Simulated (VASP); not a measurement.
Mg3CdTe2:

```
CELL_PARAMETERS angstrom
6.47320 0.00000 0.00000
-3.23660 5.60595 0.00000
0.00000 0.00000 3.94165
ATOMIC_POSITIONS crystal
Mg 0.50000 0.00000 0.50000
Mg 0.50000 0.50000 0.50000
Mg 0.00000 0.50000 0.50000
Cd 0.00000 0.00000 0.00000
Te 0.33333 0.66667 0.00000
Te 0.66667 0.33333 0.00000
```

```yaml
Program: VASP 6.6.1
Task: relaxation of cell and atoms
Functional: PBE
Potentials_or_basis: VASP PAW PBE potentials, release 64 (Mg, Cd, Te)
Cutoff: 600 eV
k_mesh: 3 × 3 × 4
Occupations: gaussian, width 0.1 eV
Spin: no spin polarisation
```

At the start: pressure 12.7 GPa; volume 23.84 Å³/atom.

Q: Where does the relaxation end?

A: Over 7 steps the energy falls by 229.9 meV/atom and the volume is 31.55 Å³/atom (+32.3 %); space group P6/mmm (No. 191, to 0.05 Å).

Step by step:
| step | energy change (eV) | largest force (eV/Å) | pressure (GPa) | volume (Å³) |
| --- | --- | --- | --- | --- |
| 1 | 0.0000 | 0.0000 | 12.69 | 143.04 |
| 2 | -1.3276 | 0.0000 | -0.19 | 185.75 |
| 3 | -1.3292 | 0.0000 | 0.13 | 183.59 |
| 4 | -1.3559 | 0.0000 | 0.22 | 184.65 |
| 5 | -1.3763 | 0.0000 | 0.32 | 186.34 |
| 6 | -1.3769 | 0.0000 | 0.33 | 186.66 |
| 7 | -1.3793 | 0.0000 | -0.03 | 189.29 |

Final structure:
```xyz
6
Lattice="7.2055 0.0000 0.0000 -3.6028 6.2401 0.0000 0.0000 0.0000 4.2098" Properties=species:S:1:pos:R:3 pbc="T T T"
Mg    0.0000    6.2401    2.1049
Mg    1.8014    3.1201    2.1049
Mg   -1.8014    3.1201    2.1049
Cd    0.0000    0.0000    0.0000
Te    0.0000    4.1601    0.0000
Te    3.6028    2.0800    0.0000
```

Caveat: the k points lie up to 0.37 Å⁻¹ apart in the final cell; the volume moved by over 15 % at a fixed basis, so the end points are rough.
